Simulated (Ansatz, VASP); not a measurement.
# One calculation of Be3I2, two programs

Contents of INCAR:

```
PREC     = Accurate       # precision mode
ENCUT    = 600            # plane-wave cutoff, eV
EDIFF    = 1E-6           # SCF threshold, eV
ISMEAR   = 0              # smearing method
SIGMA    = 0.1            # smearing width, eV
LREAL    = F              # projectors in reciprocal space
LASPH    = T              # aspherical terms in the spheres
NELM     = 60             # most SCF steps
ALGO     = Normal         # electronic algorithm
ISIF     = 3              # what is computed and relaxed
LWAVE    = F              # write WAVECAR
LCHARG   = F              # write CHGCAR
GGA      = PE             # functional
IBRION   = 2              # ionic algorithm
NSW      = 90             # ionic steps
EDIFFG   = -0.04          # ionic threshold
```

Contents of KPOINTS:

```
Automatic mesh
0
Gamma
  6 6 6
```

Contents of POSCAR:

```
Be3I2
1.0
    1.8950551160      1.0941105813      8.7845417400
   -1.8950551160      1.0941105813      8.7845417400
    0.0000000000     -2.1882211627      8.7845417400
Be I
3 2
Direct
    0.0000000000      0.0000000000      0.0000000000
    0.2095000000      0.2095000000      0.2095000000
    0.7905000000      0.7905000000      0.7905000000
    0.4000000000      0.4000000000      0.4000000000
    0.6000000000      0.6000000000      0.6000000000
```

Input for Ansatz:

```yaml
crystal:
  lattice:
    - [1.895055116, 1.0941105813, 8.78454174]
    - [-1.895055116, 1.0941105813, 8.78454174]
    - [0.0, -2.1882211627, 8.78454174]
  atoms:
    - { symbol: Be, position: [0.0, 0.0, 0.0] }
    - { symbol: Be, position: [0.2095, 0.2095, 0.2095] }
    - { symbol: Be, position: [0.7905, 0.7905, 0.7905] }
    - { symbol: I, position: [0.4, 0.4, 0.4] }
    - { symbol: I, position: [0.6, 0.6, 0.6] }
basis:
  ecutwfc: 420
kpoints:
  mp_grid: { grid: [6, 6, 6] }
hamiltonian:
  xc: pbe
scf:
  occupations: { method: gaussian, width: 0.1 }
  lower_state_search: "off"
output:
  forces: true
  stress: true
  eigenvalues: true
relax:
  adjacent_minimum: "off"
  f_tol: 0.04
  max_steps: 70
  cell: { stress_tol: 0.4 }
```

Alike in both runs: task relaxation of cell and atoms; functional PBE; k mesh 6 × 6 × 6; occupations gaussian, width 0.1 eV; no spin polarisation.

|  | VASP | Ansatz |
| --- | --- | --- |
| version | VASP 6.6.1 | Ansatz 0.2.0 |
| potentials or method | VASP PAW PBE potentials, release 64 (Be, I), cutoff 600 eV | scalar-relativistic, plane waves, PAW |
| valence electrons in the cell | 20 | 40 |

VASP gave:

| Item | Value |
| --- | --- |
| gap on the k mesh at the Fermi level, each at its own relaxed structure (eV) | none |
| relaxed volume (Å³/atom) | 23.48 |
| relaxed length of the cell vector where the two differ most in proportion (Å) | 9.603 |

What did Ansatz give for the same quantities?

gap on the k mesh at the Fermi level, each at its own relaxed structure (eV): none; relaxed volume (Å³/atom): 23.30; relaxed length of the cell vector where the two differ most in proportion (Å): 9.513.

A gap of «none» marks a metal or a gap that the smearing closes. VASP's potentials hold 20 valence electrons a cell and Ansatz's 40, so a difference there can come from the potentials and not from the codes.

Spin-orbit coupling is off throughout.
